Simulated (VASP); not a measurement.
# P: single point with r2SCAN

Crystal: P.

```
CELL_PARAMETERS angstrom
1.58121 0.91291 3.72788
-1.58121 0.91291 3.72788
0.00000 -1.82583 3.72788
ATOMIC_POSITIONS crystal
P 0.22708 0.22708 0.22708
P 0.77292 0.77292 0.77292
```

This cell differs from its parent crystal: ratio of the length along z to the lengths across it x 1.3, volume and fractional coordinates fixed.

```
Program                : VASP 6.6.1
Task                   : single point
Functional             : r2SCAN
Potentials or basis    : VASP PAW PBE potentials, release 64 (P)
Cutoff                 : 520 eV
k mesh                 : 18 × 18 × 18
Occupations            : gaussian, width 0.15 eV
Spin                   : no spin polarisation
Dipole correction      : no
Further INCAR settings : ALGO = Normal; EDIFF = 1e-06; NBANDS = 12
```

```json
{
 "Pressure": "5.2 GPa",
 "Largest force": "1.861 eV/Å",
 "Band gap on the k mesh": "zero (bands 5 and 6 overlap by 3.54 eV)"
}
```

Forces in eV/Å, atoms in the order of the input:
```
P    0.000  0.000 -1.861
P    0.000  0.000  1.861
```

Stress tensor (GPa, compression positive):
```
12.40  0.00  0.00
 0.00 12.40  0.00
 0.00  0.00 -9.12
```

Levels at points of the mesh, in eV from the Fermi level:
```csv
k point,band 2,band 3,band 4,band 5,band 6,band 7,band 8,band 9
"(0.00, 0.00, 0.00)",-6.03,-5.08,-0.73,-0.73,3.96,3.96,4.45,8.24
"(0.50, 0.00, 0.00)",-11.37,-4.55,-2.88,-1.18,-0.48,0.97,2.36,5.86
"(0.50, 0.50, 0.00)",-10.24,-6.27,-5.51,-3.62,1.67,5.86,5.93,7.39
"(0.50, 0.50, 0.50)",-11.31,-0.62,-0.62,2.51,2.51,2.73,4.26,8.88
```

It took 28 min on 1 thread of Oxide Virtual Turin-like Processor, with other jobs on the host, peak memory 0.27 GiB.

Caveat: the stress differs along the axes, from -9 to 12 GPa; the PAW data sets were made with another functional, which shifts forces and pressure a little.
